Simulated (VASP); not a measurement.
The system is Si3Sb.

```
Si Sb
1.0
     4.13875    0.00000    0.00000
     0.00000    4.13875    0.00000
     0.00000    0.00000    4.13875
Si Sb
3 1
Direct
  0.00000 0.50000 0.50000
  0.50000 0.00000 0.50000
  0.50000 0.50000 0.00000
  0.00000 0.00000 0.00000
```

| Property | Result |
| --- | --- |
| Program | VASP 6.6.1 |
| Task | relaxation of cell and atoms |
| Functional | PBE |
| Potentials or basis | VASP PAW PBE potentials, release 64 (Si, Sb) |
| Cutoff | 600 eV |
| k mesh | 4 × 4 × 4 |
| Occupations | gaussian, width 0.1 eV |
| Spin | no spin polarisation |

At the start: pressure 5.2 GPa; volume 17.72 Å³/atom.

Question: How do energy, volume and symmetry change on relaxing?

Answer: Over 3 steps the energy falls by 16.4 meV/atom and the volume is 18.79 Å³/atom (+6.0 %); space group Pm-3m (No. 221, to 0.05 Å).

Step by step:
```
step  energy change (eV)  largest force (eV/Å)  pressure (GPa)  volume (Å³)
   1              0.0000                0.0000            5.19        70.89
   2             -0.0554                0.0000           -1.75        76.95
   3             -0.0655                0.0000            0.01        75.15
```

Final structure:
```
Si Sb
1.0
     4.21989    0.00000    0.00000
     0.00000    4.21989    0.00000
     0.00000    0.00000    4.21989
Si Sb
3 1
Direct
  0.00000 0.50000 0.50000
  0.50000 0.00000 0.50000
  0.50000 0.50000 0.00000
  0.00000 0.00000 0.00000
```

Caveat: the k points lie up to 0.37 Å⁻¹ apart in the final cell.
